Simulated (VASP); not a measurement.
## Ga: single point with RPBE

Ga:

```xyz
4
Lattice="2.2474 -3.7598 0.0000 2.2474 3.7598 0.0000 0.0000 0.0000 4.4092" Properties=species:S:1:pos:R:3 pbc="T T T"
Ga    2.2474   -2.5854    0.3630
Ga    2.2474   -1.1744    2.5676
Ga    2.2474    2.5854    4.0462
Ga    2.2474    1.1744    1.8416
```

This cell differs from its parent crystal: volume scaled by 0.88.

| Item | Value |
| --- | --- |
| Program | VASP 6.6.1 |
| Task | single point |
| Functional | RPBE |
| Potentials or basis | VASP PAW PBE potentials, release 64 (Ga_d) |
| Cutoff | 520 eV |
| k mesh | 10 × 10 × 9 |
| Occupations | fermi-dirac, width 0.1 eV |
| Spin | no spin polarisation |

The pressure is 7.8 GPa. The largest force is 0.070 eV/Å and the band gap on the k mesh is zero (band 26 reaches 5.89 eV, above the bottom of band 27 at 4.66 eV).

Forces in eV/Å, atoms in the order of the input:
```
Ga   0.000 -0.067  0.018
Ga   0.000  0.067  0.018
Ga   0.000  0.067 -0.018
Ga   0.000 -0.067 -0.018
```

Stress tensor (GPa, compression positive):
```
7.03 0.00 0.00
0.00 8.19 0.00
0.00 0.00 8.19
```

Levels at points of the mesh, in eV from the Fermi level:
```tsv
k point	band 23	band 24	band 25	band 26	band 27	band 28	band 29	band 30
(0.00, 0.00, 0.00)	-3.64	-1.89	-1.79	-0.72	0.86	1.03	1.13	5.33
(0.50, 0.00, 0.00)	-3.38	-3.38	-1.31	-1.31	0.92	0.92	4.44	4.44
(0.50, 0.50, 0.00)	-4.20	-3.53	-1.48	-1.44	1.16	1.42	3.54	3.98
```

Run time: 9.9 min on 1 thread of Oxide Virtual Turin-like Processor (shared host), peak memory 0.36 GiB.

Caveat: the PAW data sets were made with another functional, which shifts forces and pressure a little.
